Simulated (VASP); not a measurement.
MgZn3O4, 16 atoms in the cell. The typed cell holds 16 atoms: a = 6.504 Å, b = 5.633 Å, c = 5.156 Å, α = 90.00°, β = 90.00°, γ = 90.00°. 

| Item | Value |
| --- | --- |
| Program | VASP 6.6.1 |
| Task | single point |
| Functional | PBEsol |
| Potentials or basis | VASP PAW PBE potentials, release 64 (Zn, Mg, O) |
| Cutoff | 520 eV |
| k mesh | 2 × 2 × 2, shifted |
| Occupations | fermi-dirac, width 0.05 eV |
| Spin | no spin polarisation |
| Dipole correction | no |
| Charge | 1 |
| Further INCAR settings | LREAL = Auto; ALGO = Normal; EDIFF = 1e-06; NBANDS = 76; NELECT = 123.0 |

Potentials or basis: VASP PAW PBE potentials, release 64 (Zn, Mg, O).

Run with:

```sh
$ cat potpaw_PBE.64/Zn/POTCAR potpaw_PBE.64/Mg/POTCAR potpaw_PBE.64/O/POTCAR > POTCAR
$ mpirun -np 1 vasp_std > vasp.out
```

Hardware: 1 thread of AMD EPYC 9R45 (Zen 5), on a shared host.

Q: How long does it take, and how much memory?

A: Run time: 55 s on 1 thread of AMD EPYC 9R45 (Zen 5), on a shared host, peak memory 0.25 GiB. Counts: scf iterations 19, k points 4.
